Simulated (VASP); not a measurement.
# NaBe2 (P4_2/mnm) in VASP: further runs

Runs on NaBe2. Level: PBE. Tasks: single point, relaxation of cell and atoms.

Program: VASP 6.6.1. These are calculated values, not measurements. Logs are shortened: lines on timing, memory, paths and dates and some standing lists are left out, and cuts for length are marked.

## 1. The cell of the first run

Symmetry: P4_2/mnm, No. 136, tetragonal system. Conventional cell: a = 5.043 Å, b = 5.043 Å, c = 5.176 Å, α = 90.00°, β = 90.00°, γ = 90.00°. Within 3.4 Å of Na (site symmetry mmm) lie 6 Be at 2.55 to 2.78 Å. Within 2.7 Å of Be (site symmetry m2m) lie 1 Be at 2.03 Å and 1 Na at 2.55 Å.

## 2. Single point, PBE

The input, INCAR:

```
SYSTEM = NaBe2
ALGO = Fast ; EDIFF = 1E-7
ENCUT = 520 ; GGA = PE
ISIF = 2 ; ISMEAR = 0
LASPH = .True. ; LCHARG = .True.
LELF = .True. ; LREAL = .False.
LVHAR = .True. ; LWAVE = .False.
NBANDS = 20 ; NELM = 60
PREC = Accurate ; SIGMA = 0.1
```

The input, KPOINTS:

```
k-points
0
Gamma
  8 8 8
  0 0 0
```

The input, POSCAR:

```
NaBe2
1.0
    5.0427644031      0.0000000000      0.0000000000
    0.0000000000      5.0427644031      0.0000000000
    0.0000000000      0.0000000000      5.1757690043
Na Be
2 4
Direct
    0.0000000000      0.0000000000      0.0000000000
    0.5000000000      0.5000000000      0.5000000000
    0.3580164150      0.3580164150      0.0000000000
    0.1419835850      0.8580164150      0.5000000000
    0.6419835850      0.6419835850      0.0000000000
    0.8580164150      0.1419835850      0.5000000000
```

Potentials or basis: VASP PAW PBE potentials, release 64 (Na_pv, Be).

Started as:

```console
cat potpaw_PBE.64/Na_pv/POTCAR potpaw_PBE.64/Be/POTCAR > POTCAR
mpirun -np 1 vasp_std > vasp.out
```

OUTCAR:

```text
SYSTEM = NaBe2
   EDIFF = 1E-7
   ENCUT = 520
   GGA = PE
   ISIF = 2
   ISMEAR = 0
   LASPH = .True.
   LREAL = .False.
   NELM = 60
   PREC = Accurate

 ion  position               nearest neighbor table
   1  0.000  0.000  0.000-   3 2.55   5 2.55
   2  0.500  0.500  0.500-   4 2.55   6 2.55
   3  0.358  0.358  0.000-   5 2.03   1 2.55
   4  0.142  0.858  0.500-   6 2.03   2 2.55
   5  0.642  0.642  0.000-   3 2.03   1 2.55
   6  0.858  0.142  0.500-   4 2.03   2 2.55

  LATTYP: Found a simple tetragonal cell.
 ALAT       =     5.0427644031
 C/A-ratio  =     1.0263753351

  Lattice vectors:

 A1 = (   5.0427644031,   0.0000000000,   0.0000000000)
 A2 = (   0.0000000000,   5.0427644031,   0.0000000000)
 A3 = (   0.0000000000,   0.0000000000,   5.1757690043)

Analysis of symmetry for initial positions (statically):
=====================================================================
 Subroutine PRICEL returns:
 Original cell was already a primitive cell.

 Routine SETGRP: Setting up the symmetry group for a
 simple tetragonal supercell.

 Subroutine GETGRP returns: Found 16 space group operations
 (whereof  8 operations were pure point group operations)
 out of a pool of 16 trial point group operations.

The static configuration has the point symmetry D_2h.
 The point group associated with its full space group is D_4h.

Analysis of symmetry for dynamics (positions and initial velocities):
=====================================================================
 Subroutine PRICEL returns:
 Original cell was already a primitive cell.

 Routine SETGRP: Setting up the symmetry group for a
 simple tetragonal supercell.

 Subroutine GETGRP returns: Found 16 space group operations
 (whereof  8 operations were pure point group operations)
 out of a pool of 16 trial point group operations.

The dynamic configuration has the point symmetry D_2h.
 The point group associated with its full space group is D_4h.

 Subroutine INISYM returns: Found 16 space group operations
 (whereof  8 operations are pure point group operations),
 and found     1 'primitive' translations

----------------------------------------------------------------------------------------

                                     Primitive cell

  volume of cell :     131.6171

[... 98 lines left out ...]
   EDIFFG = 0.1E-05   stopping-criterion for IOM
   NSW    =      0    number of steps for IOM
   IBRION =     -1    ionic relax: 0-MD 1-quasi-New 2-CG
   NFREE  =      0    steps in history (QN), initial steepest desc. (CG)
   ISIF   =      2    stress and relaxation
   ISYM   =      2    0-nonsym 1-usesym 2-fastsym
   POTIM  = 0.5000    time-step for ionic-motion
   TEBEG  =    0.0;   TEEND  =   0.0 temperature during run
   PSTRESS=    0.0 pullay stress
   NELECT =      22.0000    total number of electrons
   NUPDOWN=      -1.0000    fix difference up-down
   EMIN   =  10.00;   EMAX   =-10.00  energy-range for DOS
   EFERMI =   0.00;   METHOD = LEGACY
   ISMEAR =     0;   SIGMA  =   0.10  broadening in eV -4-tet -1-fermi 0-gaus
   EFERMI_NEDOS =   21; number of points for ismear=-14 and -15
   IALGO  =     68    algorithm
   IMIX   =      4    mixing-type and parameters
     AMIX     =   0.40;   BMIX     =  1.00
     AMIX_MAG =   1.60;   BMIX_MAG =  1.00
  volume/ion in A,a.u.               =      21.94       148.03
  Fermi-wavevector in a.u.,A,eV,Ry     =   0.901803  1.704160 11.064918  0.813249
  Thomas-Fermi vector in A             =   2.024929
   LORBIT       =      0    0 simple, 1 ext, 2 COOP (PROOUT), +10 PAW based schemes
   GGA     = PE    functional components
   LHFCALC =     F    Hartree Fock is set to
   AEXX    =    0.0000 exact exchange contribution
   IVDW    =     0    specifies the selected vdW correction
   LEPSILON=     F    determine dielectric tensor
   LRPA    =     F    only Hartree local field effects (RPA)
 non-spin polarized calculation
 RMM-DIIS sequential band-by-band and
 Gauss-broadening in eV      SIGMA  =   0.10
  energy-cutoff  :      520.00
  volume of cell :      131.62
 maximum number of plane-waves:      3577
 NGX is ok and might be reduce to    40
   NGX = 19   NGY = 19   NGZ = 19

 number of electron      21.9999991 magnetization

 Free energy of the ion-electron system (eV)
  ---------------------------------------------------
  ext. energy  EPLUGINS =         0.00000000
  ---------------------------------------------------
  free energy    TOTEN  =        -8.35379885 eV

  energy without entropy =       -8.33601802  energy(sigma->0) =       -8.34490843

 E-fermi :   0.7244     XC(G=0):  -7.6132

 val. band max:        0.7139085949   @ k =   0.3750   0.1250   0.5000
 cond. band min:       0.7281648148   @ k =   0.5000   0.3750   0.3750
 fundamental gap:      0.0142562199
 Fermi energy:         0.7244311274

 k-point     1 :       0.0000    0.0000    0.0000
  band No.  band energies     occupation
      1     -22.9998      2.00000
      2     -22.9998      2.00000
      3     -22.9408      2.00000
      4     -22.9354      2.00000
      5     -22.9302      2.00000
      6     -22.9302      2.00000
[... 541 lines left out ...]
     19       5.1173      0.00000
     20       5.1173      0.00000

 [... further k-points ...]

------------------------ aborting loop because EDIFF is reached ----------------------------------------

  FORCE on cell =-STRESS in cart. coord.  units (eV):
  Direction    XX          YY          ZZ          XY          YZ          ZX
  --------------------------------------------------------------------------------------
  -------------------------------------------------------------------------------------
  Total        0.0428164      0.0428164      0.0701317     -0.0000000      0.0000000      0.0000000
  in kB        0.5212050      0.5212050      0.8537141     -0.0000000      0.0000000      0.0000000
  external PRESSURE =       0.6320413 kB  Pullay stress =       0.0000000 kB

 VOLUME and BASIS-vectors are now :
 -----------------------------------------------------------------------------
  energy-cutoff  :      520.00
  volume of cell :      131.62
      direct lattice vectors                 reciprocal lattice vectors
     5.042764403  0.000000000  0.000000000     0.198303930  0.000000000  0.000000000
     0.000000000  5.042764403  0.000000000     0.000000000  0.198303930  0.000000000
     0.000000000  0.000000000  5.175769004     0.000000000  0.000000000  0.193208004

 POSITION                                       TOTAL-FORCE (eV/Angst)
 -----------------------------------------------------------------------------------
      0.00000      0.00000      0.00000         0.000000      0.000000      0.000000
      2.52138      2.52138      2.58788         0.000000      0.000000      0.000000
      1.80539      1.80539      0.00000        -0.003745     -0.003745      0.000000
      0.71599      4.32677      2.58788         0.003745     -0.003745      0.000000
      3.23737      3.23737      0.00000         0.003745      0.003745      0.000000
      4.32677      0.71599      2.58788        -0.003745      0.003745      0.000000
 -----------------------------------------------------------------------------------
    total drift:                                0.000000      0.000000     -0.000000

  FREE ENERGIE OF THE ION-ELECTRON SYSTEM (eV)
  ---------------------------------------------------
  free  energy   TOTEN  =        -8.3537988485 eV

  energy  without entropy=       -8.3360180152  energy(sigma->0) =       -8.34490843
```

OSZICAR:

```text
N       E                     dE             d eps       ncg     rms          rms(c)
DAV:   1     0.127364064969E+03    0.12736E+03   -0.10189E+04  3072   0.965E+02
DAV:   2    -0.872976769443E+00   -0.12824E+03   -0.12537E+03  3156   0.247E+02
DAV:   3    -0.871539642699E+01   -0.78424E+01   -0.77182E+01  3888   0.684E+01
DAV:   4    -0.888111074327E+01   -0.16571E+00   -0.16525E+00  3344   0.947E+00
DAV:   5    -0.888406596384E+01   -0.29552E-02   -0.29548E-02  3552   0.142E+00    0.328E+00
RMM:   6    -0.843365346567E+01    0.45041E+00   -0.28144E-01  3068   0.151E+00    0.151E+00
RMM:   7    -0.835227082389E+01    0.81383E-01   -0.26677E-01  3248   0.156E+00    0.277E-01
RMM:   8    -0.836007447982E+01   -0.78037E-02   -0.25234E-02  3197   0.773E-01    0.323E-01
RMM:   9    -0.835364395312E+01    0.64305E-02   -0.10738E-02  3662   0.422E-01    0.213E-02
RMM:  10    -0.835377263470E+01   -0.12868E-03   -0.15710E-03  4544   0.222E-01    0.170E-02
RMM:  11    -0.835379990377E+01   -0.27269E-04   -0.23614E-04  4025   0.920E-02    0.115E-02
RMM:  12    -0.835379867975E+01    0.12240E-05   -0.52251E-05  4193   0.440E-02    0.440E-03
RMM:  13    -0.835379880940E+01   -0.12965E-06   -0.10745E-05  4330   0.206E-02    0.167E-03
RMM:  14    -0.835379888954E+01   -0.80137E-07   -0.17801E-06  4340   0.930E-03    0.994E-04
RMM:  15    -0.835379884852E+01    0.41023E-07   -0.31407E-07  2589   0.370E-03
   1 F= -.83537988E+01 E0= -.83449084E+01  d E =-.177808E-01
```

stdout:

```text
POSCAR found type information on POSCAR NaBe
 POSCAR found :  2 types and       6 ions
 scaLAPACK will be used
 LDA part: xc-table for (Slater+PW92), standard interpolation
 POSCAR, INCAR and KPOINTS ok, starting setup
 FFT: planning ... GRIDC
 FFT: planning ... GRID_SOFT
 FFT: planning ... GRID
 WAVECAR not read
 entering main loop
```

Wall time 2 min (1 thread of AMD EPYC 9R45 (Zen 5), shared host); peak memory 0.3 GiB.

Results:

* Free energy: -8.3538 eV
* Pressure: 0.1 GPa
* Largest force: 0.005 eV/Å
* Band gap on the k mesh: zero (band 11 reaches 1.71 eV, above the bottom of band 12 at -0.28 eV)

Forces on the atoms (eV/Å):
```
Na   0.000  0.000  0.000
Na   0.000  0.000  0.000
Be  -0.004 -0.004  0.000
Be   0.004 -0.004  0.000
Be   0.004  0.004  0.000
Be  -0.004  0.004  0.000
```

Levels at points of the mesh, in eV from the Fermi level:
| k point | band 8 | band 9 | band 10 | band 11 | band 12 | band 13 | band 14 | band 15 |
| --- | --- | --- | --- | --- | --- | --- | --- | --- |
| (0.00, 0.00, 0.00) | -2.73 | -0.84 | -0.37 | -0.37 | 0.78 | 0.86 | 0.95 | 2.77 |
| (0.50, 0.00, 0.00) | -4.38 | -0.60 | -0.60 | 0.36 | 0.36 | 0.45 | 0.45 | 2.68 |
| (0.50, 0.50, 0.00) | -3.73 | -2.39 | -2.39 | 0.99 | 0.99 | 1.45 | 1.45 | 1.83 |
| (0.00, 0.00, 0.50) | -4.41 | -0.53 | -0.53 | 0.30 | 0.30 | 1.22 | 1.22 | 2.05 |
| (0.50, 0.00, 0.50) | -3.73 | -2.38 | -2.38 | 0.80 | 0.80 | 1.32 | 1.32 | 2.34 |
| (0.50, 0.50, 0.50) | -3.30 | -1.38 | -1.38 | -1.00 | -1.00 | -0.95 | -0.95 | 3.10 |

## 3. Relaxation of cell and atoms, PBE

This run uses another cell than the first one, of 21.70 Å³/atom, 0.989 times its volume.

The input, INCAR:

```
SYSTEM = NaBe2
PREC     = Accurate       ! precision mode
ENCUT    = 600            ! plane-wave cutoff, eV
EDIFF    = 1E-7           ! SCF threshold, eV
ISMEAR   = 0              ! smearing method
SIGMA    = 0.1            ! smearing width, eV
LREAL    = .False.        ! projectors in reciprocal space
LASPH    = .True.         ! aspherical terms in the spheres
NELM     = 60             ! most SCF steps
ALGO     = Fast           ! electronic algorithm
ISIF     = 3              ! what is computed and relaxed
LWAVE    = .False.        ! write WAVECAR
LCHARG   = .False.        ! write CHGCAR
GGA      = PE             ! functional
IBRION   = 2              ! ionic algorithm
NSW      = 100            ! ionic steps
EDIFFG   = -0.01          ! ionic threshold
```

The input, KPOINTS:

```
Automatic mesh
0
Gamma
  8 8 8
  0 0 0
```

The input, POSCAR:

```
NaBe2
1.0
    5.0103529293      0.0000000000      0.0000000000
    0.0000000000      5.0103529293      0.0000000000
    0.0000000000      0.0000000000      5.1874034529
Na Be
2 4
Direct
    0.0000000000      0.0000000000      0.0000000000
    0.5000000000      0.5000000000      0.5000000000
    0.3574706303      0.3574706303      0.0000000000
    0.1425293697      0.8574706303      0.5000000000
    0.6425293697      0.6425293697      0.0000000000
    0.8574706303      0.1425293697      0.5000000000
```

Potentials or basis: VASP PAW PBE potentials, release 64 (Na_pv, Be).

Started as:

```console
cat potpaw_PBE.64/Na_pv/POTCAR potpaw_PBE.64/Be/POTCAR > POTCAR
mpirun -np 1 vasp_std > vasp.out
```

It took 6.6 min on 1 thread of AMD EPYC 9R45 (Zen 5), shared host; peak memory 0.33 GiB.

It converged, with:

```yaml
Free_energy: -8.3539 eV
Relaxed_volume: 21.97 Å³/atom
Relaxed_cell: a = 5.046 Å, b = 5.046 Å, c = 5.178 Å, α = 90.00°, β = 90.00°, γ = 90.00°
Space_group_after_relaxing_to_0.05_Å: P4_2/mnm (No. 136)
Energy_gained_by_relaxing: 0.4 meV/atom
Ionic_steps: 9
Pressure_after_relaxing: 0.0 GPa
Largest_force_after_relaxing: 0.008 eV/Å
Band_gap_on_the_k_mesh: zero (band 11 reaches 1.70 eV, above the bottom of band 12 at -0.28 eV)
```

Forces on the atoms (eV/Å):
```
Na   0.000  0.000  0.000
Na   0.000  0.000  0.000
Be  -0.005 -0.005  0.000
Be   0.005 -0.005  0.000
Be   0.005  0.005  0.000
Be  -0.005  0.005  0.000
```

Step by step:
| step | energy change (eV) | largest force (eV/Å) | pressure (GPa) | volume (Å³) |
| --- | --- | --- | --- | --- |
| 1 | 0.0000 | 0.0137 | 0.21 | 130.22 |
| 2 | -0.0015 | 0.0191 | 0.12 | 130.76 |
| 3 | -0.0023 | 0.0252 | 0.05 | 131.36 |
| 4 | -0.0023 | 0.0269 | 0.05 | 131.53 |
| 5 | -0.0023 | 0.0275 | 0.03 | 131.59 |
| 6 | -0.0023 | 0.0272 | 0.03 | 131.56 |
| 7 | -0.0025 | 0.0042 | 0.04 | 131.75 |
| 8 | -0.0025 | 0.0105 | 0.04 | 131.87 |
| 9 | -0.0025 | 0.0077 | 0.04 | 131.85 |

Final structure:
```
Na Be
1.0
     5.04615    0.00000    0.00000
     0.00000    5.04615    0.00000
     0.00000    0.00000    5.17792
Na Be
2 4
Cartesian
  0.0000 0.0000 0.0000
  2.5231 2.5231 2.5890
  1.8070 1.8070 0.0000
  0.7161 4.3300 2.5890
  3.2392 3.2392 0.0000
  4.3300 0.7161 2.5890
```

Levels at points of the mesh, in eV from the Fermi level:
| k point | band 8 | band 9 | band 10 | band 11 | band 12 | band 13 | band 14 | band 15 |
| --- | --- | --- | --- | --- | --- | --- | --- | --- |
| (0.00, 0.00, 0.00) | -2.73 | -0.84 | -0.37 | -0.37 | 0.78 | 0.86 | 0.94 | 2.77 |
| (0.50, 0.00, 0.00) | -4.38 | -0.60 | -0.60 | 0.37 | 0.37 | 0.44 | 0.44 | 2.67 |
| (0.50, 0.50, 0.00) | -3.73 | -2.39 | -2.39 | 0.98 | 0.98 | 1.45 | 1.45 | 1.83 |
| (0.00, 0.00, 0.50) | -4.40 | -0.53 | -0.53 | 0.29 | 0.29 | 1.22 | 1.22 | 2.05 |
| (0.50, 0.00, 0.50) | -3.73 | -2.38 | -2.38 | 0.80 | 0.80 | 1.31 | 1.31 | 2.34 |
| (0.50, 0.50, 0.50) | -3.30 | -1.38 | -1.38 | -1.00 | -1.00 | -0.95 | -0.95 | 3.10 |
